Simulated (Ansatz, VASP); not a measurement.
# ZnS: VASP beside Ansatz

The input INCAR:

```
  ALGO = Normal
  EDIFF = 1E-6
  ENCUT = 520
  GGA = PE
  ISIF = 2
  ISMEAR = 0
  LASPH = T
  LCHARG = F
  LREAL = F
  LWAVE = F
  NBANDS = 16
  NELM = 100
  PREC = Accurate
  SIGMA = 0.05
```

File KPOINTS:

```
k-points
0
Gamma
  10 10 10
```

POSCAR

```
ZnS
1.0
    0.0000000000      2.5964640000      2.5964640000
    2.5964640000      0.0000000000      2.5964640000
    2.5964640000      2.5964640000      0.0000000000
Zn S
1 1
Direct
    0.0000000000      0.0000000000      0.0000000000
    0.7500000000      0.7500000000      0.7500000000
```

Input for Ansatz:

```yaml
crystal:
  lattice:
    - [0.0, 2.596464, 2.596464]
    - [2.596464, 0.0, 2.596464]
    - [2.596464, 2.596464, 0.0]
  atoms:
    - { symbol: Zn, position: [0.0, 0.0, 0.0] }
    - { symbol: S, position: [0.75, 0.75, 0.75] }
basis:
  ecutwfc: 420
kpoints:
  mp_grid: { grid: [10, 10, 10] }
hamiltonian:
  xc: pbe
scf:
  occupations: { method: gaussian, width: 0.05 }
output:
  forces: true
  stress: true
  eigenvalues: true
```

Change from the starting cell: strain -0.040 along x and y, -0.040 along z, atoms carried along.

Alike in both runs: task single point; functional PBE; k mesh 10 × 10 × 10; occupations gaussian, width 0.05 eV; no spin polarisation.

|  | VASP | Ansatz |
| --- | --- | --- |
| version | VASP 6.6.1 | Ansatz 0.2.0 |
| potentials or method | VASP PAW PBE potentials, release 64 (Zn, S), cutoff 520 eV | scalar-relativistic, plane waves, PAW |
| valence electrons in the cell | 18 | 18 |

```csv
,VASP,Ansatz,Ansatz less VASP
gap on the k mesh at the Fermi level (eV),2.66,2.64,-0.014
least direct gap on the mesh (eV),2.66,2.64,-0.014
pressure (GPa),13.7,13.5,-0.22
```

With one functional, cell and mesh, what is left measures potentials, basis and numerics.
